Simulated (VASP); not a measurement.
# Cu6H in VASP: a series of runs

Cu6H is run at these levels: PBE; tasks: single point.

Everything below comes from runs of VASP 6.6.1. Logs are shortened: lines on timing, memory, paths and dates and some standing lists are left out, and cuts for length are marked.

### 1 The cell of the first run

The cell holds a slab with vacuum, 14 atoms: a = 5.133 Å, b = 5.133 Å, c = 21.529 Å, α = 90.00°, β = 90.00°, γ = 90.00°.

### 2 Single point, PBE

INCAR

```
PREC = Accurate
ENCUT = 520
EDIFF = 1E-7
ISMEAR = 0
SIGMA = 0.1
LREAL = False
LASPH = True
NELM = 100
ALGO = Fast
ISIF = 2
LWAVE = False
LCHARG = False
LDIPOL = True
IDIPOL = 3
DIPOL = 0.5 0.5 0.289
GGA = PE
NBANDS = 80
```

KPOINTS

```
regular mesh
0
Gamma
  5 5 1
```

POSCAR

```
Cu6H
1.0
    5.1332392722      0.0000000000      0.0000000000
    0.0000000000      5.1332392722      0.0000000000
    0.0000000000      0.0000000000     21.5289058579
Cu H
12 2
Direct
    0.2500000000      0.2500000000      0.1857967157
    0.2500000000      0.7500000000      0.1857967157
    0.7500000000      0.2500000000      0.1857967157
    0.7500000000      0.7500000000      0.1857967157
    0.0000000000      0.0000000000      0.2677566944
    0.0000000000      0.5000000000      0.2677566944
    0.5000000000      0.0000000000      0.2677566944
    0.5000000000      0.5000000000      0.2677566944
    0.2500000000      0.2500000000      0.3497114952
    0.2500000000      0.7500000000      0.3497114952
    0.7500000000      0.2500000000      0.3497114952
    0.7500000000      0.7500000000      0.3497114952
   -0.0081216128      1.0000000000      0.4152048375
    0.5081216128      1.0000000000      0.4152048375
```

Potentials or basis: VASP PAW PBE potentials, release 64 (Cu, H).

The run is started by

```
cat potpaw_PBE.64/Cu/POTCAR potpaw_PBE.64/H/POTCAR > POTCAR
mpirun -np 1 vasp_std > vasp.out
```

OUTCAR:

```text
PREC = Accurate
   ENCUT = 520
   EDIFF = 1E-7
   ISMEAR = 0
   LREAL = False
   LASPH = True
   NELM = 100
   ISIF = 2
   GGA = PE

 ion  position               nearest neighbor table
   1  0.250  0.250  0.186-   5 2.53   6 2.53   7 2.53   8 2.53   2 2.57   3 2.57   2 2.57   3 2.57

   2  0.250  0.750  0.186-   5 2.53   6 2.53   7 2.53   8 2.53   1 2.57   4 2.57   1 2.57   4 2.57

   3  0.750  0.250  0.186-   5 2.53   6 2.53   7 2.53   8 2.53   1 2.57   4 2.57   4 2.57   1 2.57
[... 15 lines left out ...]
  11  0.750  0.250  0.350-   5 2.53   6 2.53   7 2.53   8 2.53   9 2.57  12 2.57  12 2.57   9 2.57

  12  0.750  0.750  0.350-   5 2.53   6 2.53   7 2.53   8 2.53  10 2.57  11 2.57  11 2.57  10 2.57

  13  0.992  0.000  0.415-
  14  0.508  0.000  0.415-

  LATTYP: Found a simple tetragonal cell.
 ALAT       =     5.1332392722
 C/A-ratio  =     4.1940195491

  Lattice vectors:

 A1 = (   5.1332392722,   0.0000000000,   0.0000000000)
 A2 = (   0.0000000000,   5.1332392722,   0.0000000000)
 A3 = (   0.0000000000,   0.0000000000,  21.5289058579)

Analysis of symmetry for initial positions (statically):
=====================================================================
 Subroutine PRICEL returns:
 Original cell was already a primitive cell.

 Routine SETGRP: Setting up the symmetry group for a
 simple tetragonal supercell.

 Subroutine GETGRP returns: Found  4 space group operations
 (whereof  2 operations were pure point group operations)
 out of a pool of 16 trial point group operations.

The static configuration has the point symmetry C_1h.
 The point group associated with its full space group is C_2v.

Analysis of symmetry for dynamics (positions and initial velocities):
=====================================================================
 Subroutine PRICEL returns:
 Original cell was already a primitive cell.

 Routine SETGRP: Setting up the symmetry group for a
 simple tetragonal supercell.

 Subroutine GETGRP returns: Found  4 space group operations
 (whereof  2 operations were pure point group operations)
 out of a pool of 16 trial point group operations.

The dynamic configuration has the point symmetry C_1h.
 The point group associated with its full space group is C_2v.

 Subroutine INISYM returns: Found  4 space group operations
 (whereof  2 operations are pure point group operations),
 and found     1 'primitive' translations

----------------------------------------------------------------------------------------

                                     Primitive cell

  volume of cell :     567.2898

  direct lattice vectors                    reciprocal lattice vectors
     5.133239272  0.000000000  0.000000000     0.194808764  0.000000000  0.000000000
     0.000000000  5.133239272  0.000000000     0.000000000  0.194808764  0.000000000
     0.000000000  0.000000000 21.528905858     0.000000000  0.000000000  0.046449179

  length of vectors
     5.133239272  5.133239272 21.528905858     0.194808764  0.194808764  0.046449179

  position of ions in fractional coordinates (direct lattice)
     0.250000000  0.250000000  0.185796716
     0.250000000  0.750000000  0.185796716
     0.750000000  0.250000000  0.185796716
     0.750000000  0.750000000  0.185796716
     0.000000000  0.000000000  0.267756694
     0.000000000  0.500000000  0.267756694
     0.500000000  0.000000000  0.267756694
     0.500000000  0.500000000  0.267756694
     0.250000000  0.250000000  0.349711495
     0.250000000  0.750000000  0.349711495
     0.750000000  0.250000000  0.349711495
     0.750000000  0.750000000  0.349711495
     0.991878387  0.000000000  0.415204837
     0.508121613  0.000000000  0.415204837

  ion indices of the primitive-cell ions
   primitive index   ion index
                 1           1
                 2           2
                 3           3
                 4           4
                 5           5
                 6           6
                 7           7
                 8           8
                 9           9
                10          10
                11          11
                12          12
                13          13
                14          14

----------------------------------------------------------------------------------------

 KPOINTS: regular mesh

Automatic generation of k-mesh.
 Grid dimensions read from file:
 generate k-points for:    5    5    1

 Generating k-lattice:

  Cartesian coordinates                     Fractional coordinates (reciprocal lattice)
     0.038961753  0.000000000  0.000000000     0.200000000  0.000000000  0.000000000
     0.000000000  0.038961753  0.000000000     0.000000000  0.200000000  0.000000000
     0.000000000  0.000000000  0.046449179     0.000000000  0.000000000  1.000000000

  Length of vectors
     0.038961753  0.038961753  0.046449179

  Shift w.r.t. Gamma in fractional coordinates (k-lattice)
     0.000000000  0.000000000  0.000000000

 Subroutine IBZKPT returns following result:
 ===========================================

 Found      9 irreducible k-points:

 Following reciprocal coordinates:
            Coordinates               Weight
  0.000000  0.000000  0.000000      1.000000
  0.200000  0.000000  0.000000      2.000000
  0.000000  0.200000  0.000000      2.000000
  0.400000  0.000000  0.000000      2.000000
  0.000000  0.400000  0.000000      2.000000
  0.200000  0.200000  0.000000      4.000000
  0.400000  0.200000  0.000000      4.000000
 -0.200000  0.400000  0.000000      4.000000
  0.400000  0.400000  0.000000      4.000000
   k-points           NKPTS =      9   k-points in BZ     NKDIM =      9   number of bands    NBANDS=     80
   number of dos      NEDOS =    301   number of ions     NIONS =     14
   total plane-waves  NPLWV = 256000
   dimension x,y,z NGX =    40 NGY =   40 NGZ =  160
   dimension x,y,z NGXF=    80 NGYF=   80 NGZF=  320
   ions per type =              12   2
   NGX,Y,Z   is equivalent  to a cutoff of  12.95, 12.95, 12.36 a.u.
   NGXF,Y,Z  is equivalent  to a cutoff of  25.91, 25.91, 24.71 a.u.
 SYSTEM =  unknown system
   PREC   = accura    normal or accurate (medium, high low for compatibility)
   ISTART =      0    job   : 0-new  1-cont  2-samecut
   ICHARG =      2    charge: 1-file 2-atom 10-const
   ISPIN  =      1    spin polarized calculation?
   LNONCOLLINEAR =      F non collinear calculations
   LSORBIT =      F    spin-orbit coupling
   LASPH  =      T    aspherical Exc in radial PAW
   ENCUT  =  520.0 eV  38.22 Ry    6.18 a.u.   9.54  9.54 40.03*2*pi/ulx,y,z
   NELM   =    100;   NELMIN=  2; NELMDL= -5     # of ELM steps
   EDIFF  = 0.1E-06   stopping-criterion for ELM
   LREAL  =      F    real-space projection
   EDIFFG = 0.1E-05   stopping-criterion for IOM
   NSW    =      0    number of steps for IOM
   IBRION =     -1    ionic relax: 0-MD 1-quasi-New 2-CG
   NFREE  =      0    steps in history (QN), initial steepest desc. (CG)
   ISIF   =      2    stress and relaxation
   ISYM   =      2    0-nonsym 1-usesym 2-fastsym
   POTIM  = 0.5000    time-step for ionic-motion
   TEBEG  =    0.0;   TEEND  =   0.0 temperature during run
   PSTRESS=    0.0 pullay stress
   NELECT =     134.0000    total number of electrons
   NUPDOWN=      -1.0000    fix difference up-down
   EMIN   =  10.00;   EMAX   =-10.00  energy-range for DOS
   EFERMI =   0.00;   METHOD = LEGACY
   ISMEAR =     0;   SIGMA  =   0.10  broadening in eV -4-tet -1-fermi 0-gaus
   EFERMI_NEDOS =   21; number of points for ismear=-14 and -15
   IALGO  =     68    algorithm
   IMIX   =      4    mixing-type and parameters
     AMIX     =   0.40;   BMIX     =  1.00
     AMIX_MAG =   1.60;   BMIX_MAG =  1.00
  volume/ion in A,a.u.               =      40.52       273.45
  Fermi-wavevector in a.u.,A,eV,Ry     =   1.011987  1.912377 13.933957  1.024117
  Thomas-Fermi vector in A             =   2.145069
   LORBIT       =      0    0 simple, 1 ext, 2 COOP (PROOUT), +10 PAW based schemes
   GGA     = PE    functional components
   LHFCALC =     F    Hartree Fock is set to
   AEXX    =    0.0000 exact exchange contribution
   IVDW    =     0    specifies the selected vdW correction
   LEPSILON=     F    determine dielectric tensor
   LRPA    =     F    only Hartree local field effects (RPA)
 non-spin polarized calculation
 RMM-DIIS sequential band-by-band and
 Gauss-broadening in eV      SIGMA  =   0.10
  energy-cutoff  :      520.00
  volume of cell :      567.29
 maximum number of plane-waves:     15381
 NGX is ok and might be reduce to    40
   NGX = 19   NGY = 19   NGZ = 81

 dipolmoment           0.000000      0.000000     -0.000015 electrons x Angstroem

 number of electron     133.9999768 magnetization

 dipolmoment           0.000000      0.000000      0.109214 electrons x Angstroem

 Free energy of the ion-electron system (eV)
  ---------------------------------------------------
  ext. energy  EPLUGINS =         0.00000000
  ---------------------------------------------------
  free energy    TOTEN  =       -45.45351934 eV

  energy without entropy =      -45.41968684  energy(sigma->0) =      -45.43660309

 E-fermi :  -1.6486     XC(G=0):  -4.2016

 val. band max:       -1.6573375071   @ k =   0.2000   0.0000   0.0000
 cond. band min:      -1.6344242874   @ k =   0.0000   0.2000   0.0000
 fundamental gap:      0.0229132197
 Fermi energy:        -1.6486081502

 k-point     1 :       0.0000    0.0000    0.0000
  band No.  band energies     occupation
      1     -10.0899      2.00000
      2      -7.8687      2.00000
      3      -6.4987      2.00000
      4      -6.4974      2.00000
      5      -6.4214      2.00000
      6      -6.1988      2.00000
[... 727 lines left out ...]
     78       4.1579      0.00000
     79       4.1801      0.00000
 [bands above 79 left out]

------------------------ aborting loop because EDIFF is reached ----------------------------------------

 vacuum level on the upper side and lower side of the slab       (xc-potential included)         0.348        -0.379

  FORCE on cell =-STRESS in cart. coord.  units (eV):
  Direction    XX          YY          ZZ          XY          YZ          ZX
  --------------------------------------------------------------------------------------
  -------------------------------------------------------------------------------------
  Total       -5.6404801     -6.2932023     -3.0846451      0.0000000      0.0000000      0.0000000
  in kB      -15.9302165    -17.7736776     -8.7118584      0.0000000      0.0000000      0.0000000
  external PRESSURE =     -14.1385842 kB  Pullay stress =       0.0000000 kB

 VOLUME and BASIS-vectors are now :
 -----------------------------------------------------------------------------
  energy-cutoff  :      520.00
  volume of cell :      567.29
      direct lattice vectors                 reciprocal lattice vectors
     5.133239272  0.000000000  0.000000000     0.194808764  0.000000000  0.000000000
     0.000000000  5.133239272  0.000000000     0.000000000  0.194808764  0.000000000
     0.000000000  0.000000000 21.528905858     0.000000000  0.000000000  0.046449179

 POSITION                                       TOTAL-FORCE (eV/Angst)
 -----------------------------------------------------------------------------------
      1.28331      1.28331      4.00000        -0.000000     -0.053151     -0.012012
      1.28331      3.84993      4.00000        -0.000000      0.053151     -0.012012
      3.84993      1.28331      4.00000         0.000000     -0.054205     -0.012285
      3.84993      3.84993      4.00000         0.000000      0.054205     -0.012285
      0.00000      0.00000      5.76451         0.006772      0.000000     -0.384135
      0.00000      2.56662      5.76451        -0.009543      0.000000      0.070343
      2.56662      0.00000      5.76451        -0.006772      0.000000     -0.384135
      2.56662      2.56662      5.76451         0.009543      0.000000      0.070343
      1.28331      1.28331      7.52891         0.000000     -0.488268      0.879685
      1.28331      3.84993      7.52891         0.000000      0.488268      0.879685
      3.84993      1.28331      7.52891         0.000000     -0.557161      0.966038
      3.84993      3.84993      7.52891         0.000000      0.557161      0.966038
      5.09155      0.00000      8.93891         0.009237      0.000000     -1.507633
      2.60831      0.00000      8.93891        -0.009237      0.000000     -1.507633
 -----------------------------------------------------------------------------------
    total drift:                               -0.000000      0.000000     -0.000845

  FREE ENERGIE OF THE ION-ELECTRON SYSTEM (eV)
  ---------------------------------------------------
  free  energy   TOTEN  =       -45.4535193414 eV

  energy  without entropy=      -45.4196868440  energy(sigma->0) =      -45.43660309

 vacuum level on the upper side and lower side of the slab         3.571         2.821
```

Run time: 33 min. Hardware: 1 thread of Oxide Virtual Turin-like, shared host; peak memory 0.7 GiB.

Results:

```yaml
Free_energy: -45.4535 eV
Largest_force: 1.508 eV/Å
Band_gap_on_the_k_mesh: zero (bands 67 and 68 overlap by 0.61 eV)
```

Forces in eV/Å, atoms in the order of the input:
```
Cu   0.000 -0.053 -0.012
Cu   0.000  0.053 -0.012
Cu   0.000 -0.054 -0.012
Cu   0.000  0.054 -0.012
Cu   0.007  0.000 -0.384
Cu  -0.010  0.000  0.070
Cu  -0.007  0.000 -0.384
Cu   0.010  0.000  0.070
Cu   0.000 -0.488  0.880
Cu   0.000  0.488  0.880
Cu   0.000 -0.557  0.966
Cu   0.000  0.557  0.966
H    0.009  0.000 -1.508
H   -0.009  0.000 -1.508
```

### 3 Single point, PBE

INCAR

```
PREC = Accurate ; ENCUT = 520
EDIFF = 1E-6 ; ISMEAR = 0
SIGMA = 0.1 ; LREAL = F
LASPH = T ; NELM = 60
ALGO = Fast ; ISIF = 2
LWAVE = F ; LCHARG = F
LDIPOL = T ; IDIPOL = 3
DIPOL = 0.5 0.5 0.282 ; GGA = PE
NBANDS = 80
```

KPOINTS

```
Automatic mesh
0
Gamma
  5 5 1
```

Edit POSCAR of step 2 so:

```diff
@@ -20,3 +20,3 @@
     0.7500000000      0.7500000000      0.3497114952
-   -0.0081216128      1.0000000000      0.4152048375
-    0.5081216128      1.0000000000      0.4152048375
+    0.1769467133      1.0000000000      0.3706136257
+    0.3230532867      1.0000000000      0.3706136257
```

Potentials or basis: VASP PAW PBE potentials, release 64 (Cu, H).

The run is started by

```
cat potpaw_PBE.64/Cu/POTCAR potpaw_PBE.64/H/POTCAR > POTCAR
mpirun -np 1 vasp_std > vasp.out
```

It took 26 min on 1 thread of Oxide Virtual Turin-like, shared host; peak memory 0.68 GiB.

It converged, with:

| Property | Result |
| --- | --- |
| Free energy | -43.9032 eV |
| Largest force | 6.562 eV/Å |
| Band gap on the k mesh | zero (bands 67 and 68 overlap by 0.40 eV) |

Forces on the atoms (eV/Å):
```
Cu   0.000 -0.028  0.009
Cu   0.000  0.028  0.009
Cu   0.000  0.008 -0.051
Cu   0.000 -0.008 -0.051
Cu  -0.325  0.000 -0.584
Cu   0.106  0.000 -0.059
Cu   0.325  0.000 -0.584
Cu  -0.106  0.000 -0.059
Cu   0.000  5.720 -1.741
Cu   0.000 -5.720 -1.741
Cu   0.000  0.257 -0.014
Cu   0.000 -0.257 -0.014
H   -6.091  0.000  2.440
H    6.091  0.000  2.440
```

Levels at points of the mesh, in eV from the Fermi level:
| k point | band 63 | band 64 | band 65 | band 66 | band 67 | band 68 | band 69 | band 70 | band 71 | band 72 |
| --- | --- | --- | --- | --- | --- | --- | --- | --- | --- | --- |
| (0.00, 0.00, 0.00) | -1.19 | -1.03 | -0.96 | -0.50 | -0.48 | -0.15 | -0.15 | 0.70 | 1.29 | 2.26 |

The gap in the log of VASP goes by the Fermi energy; the results here count the filled bands.